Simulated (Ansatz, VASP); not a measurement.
## Two plane-wave programs on K

The input INCAR:

```
SYSTEM = K
PREC = Accurate ; ENCUT = 520
EDIFF = 1E-6 ; ISMEAR = 0
SIGMA = 0.15 ; LREAL = .False.
LASPH = .True. ; NELM = 80
ALGO = Fast ; ISIF = 2
LWAVE = .False. ; LCHARG = .True.
GGA = PE ; IVDW = 12
LELF = .True. ; LVHAR = .True.
NBANDS = 10
```

File KPOINTS:

```
Automatic mesh
0
Gamma
  12 12 12
  0 0 0
```

The input POSCAR:

```
K
1.0
    0.0000000000      3.3918728180      3.3409947257
    3.3918728180      0.0000000000      3.3409947257
    3.3918728180      3.3918728180      0.0000000000
K
1
Direct
    0.0000000000      0.0000000000      0.0000000000
```

Input for Ansatz:

```yaml
crystal:
  lattice:
    - [0.0, 3.391872818, 3.3409947257]
    - [3.391872818, 0.0, 3.3409947257]
    - [3.391872818, 3.391872818, 0.0]
  atoms:
    - { symbol: K, position: [0.0, 0.0, 0.0] }
basis:
  ecutwfc: 420
kpoints:
  mp_grid: { grid: [12, 12, 12] }
hamiltonian:
  xc: pbe
  dispersion: d3bj
scf:
  occupations: { method: gaussian, width: 0.15 }
output:
  forces: true
  stress: true
  eigenvalues: true
```

Change from the starting cell: strain +0.000 along x and y, -0.015 along z, atoms carried along.

Alike in both runs: task single point; functional PBE; dispersion D3(BJ); k mesh 12 × 12 × 12; occupations gaussian, width 0.15 eV; no spin polarisation.

```csv
,VASP,Ansatz
version,VASP 6.6.1,Ansatz 0.2.0
potentials or method,"VASP PAW PBE potentials, release 64 (K_sv), cutoff 520 eV","scalar-relativistic, plane waves, PAW"
valence electrons in the cell,9,9
```

|  | VASP | Ansatz | Ansatz less VASP |
| --- | --- | --- | --- |
| gap on the k mesh at the Fermi level (eV) | none | none | - |
| pressure (GPa) | -0.4 | -0.4 | 0.00 |

A gap of «none» marks a metal or a gap that the smearing closes.
